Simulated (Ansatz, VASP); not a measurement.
## SnTe2: VASP beside Ansatz

```
CELL_PARAMETERS angstrom
7.06083 0.00000 0.00000
0.00000 7.06083 0.00000
0.00000 0.00000 4.42281
ATOMIC_POSITIONS crystal
Sn 0.00000 0.00000 0.00000
Sn 0.50000 0.50000 0.50000
Te 0.30200 0.30200 0.00000
Te 0.19800 0.80200 0.50000
Te 0.69800 0.69800 0.00000
Te 0.80200 0.19800 0.50000
```

Change from the starting cell: species swapped into the WO2 type (P4_2/mnm, No. 136).

Alike in both runs: functional PBE; k mesh 6 × 6 × 8; occupations gaussian, width 0.1 eV; no spin polarisation.

Ansatz relaxed the structure, and its values are those at the end. VASP's run is a single point on that final structure, the one shown.

|  | VASP | Ansatz |
| --- | --- | --- |
| version | VASP 6.6.1 | Ansatz 0.2.0 |
| potentials or method | VASP PAW PBE potentials, release 64 (Sn_d, Te), cutoff 520 eV | scalar-relativistic, plane waves, PAW |
| valence electrons in the cell | 52 | 92 |

```tsv
	VASP	Ansatz	Ansatz less VASP
gap on the k mesh at the Fermi level (eV)	none	none	-
pressure (GPa)	0.0	0.0	+0.01
```

A gap of «none» marks a metal or a gap that the smearing closes. VASP's potentials hold 52 valence electrons a cell and Ansatz's 92, so a difference there can come from the potentials and not from the codes.

Neither program's run includes spin-orbit coupling.
